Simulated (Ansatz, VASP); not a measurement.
# Pb in VASP and in Ansatz

```
Pb
1.0
    -1.96637    1.96637    1.96637
     1.96637   -1.96637    1.96637
     1.96637    1.96637   -1.96637
Pb
1
Direct
  0.00000 0.00000 0.00000
```

Alike in both runs: task single point; functional r2SCAN; k mesh 9 × 9 × 9; occupations fermi-dirac, width 0.05 eV; no spin polarisation.

|  | VASP | Ansatz |
| --- | --- | --- |
| version | VASP 6.6.1 | Ansatz 0.2.0 |
| potentials or method | VASP PAW PBE potentials, release 64 (Pb_d) | Ansatz PAW |
| plane-wave cutoff (eV) | 520 | 500 |
| valence electrons in the cell | 14 | 14 |

|  | VASP | Ansatz | Ansatz less VASP |
| --- | --- | --- | --- |
| gap on the k mesh at the Fermi level (eV) | none | none | - |
| pressure (GPa) | 0.5 | 0.5 | +0.01 |

VASP's potentials were made for PBE, not for r2SCAN. A gap of «none» marks a metal or a gap that the smearing closes. With one functional, cell and mesh, what is left measures potentials, basis and numerics.

Spin-orbit coupling is off throughout.
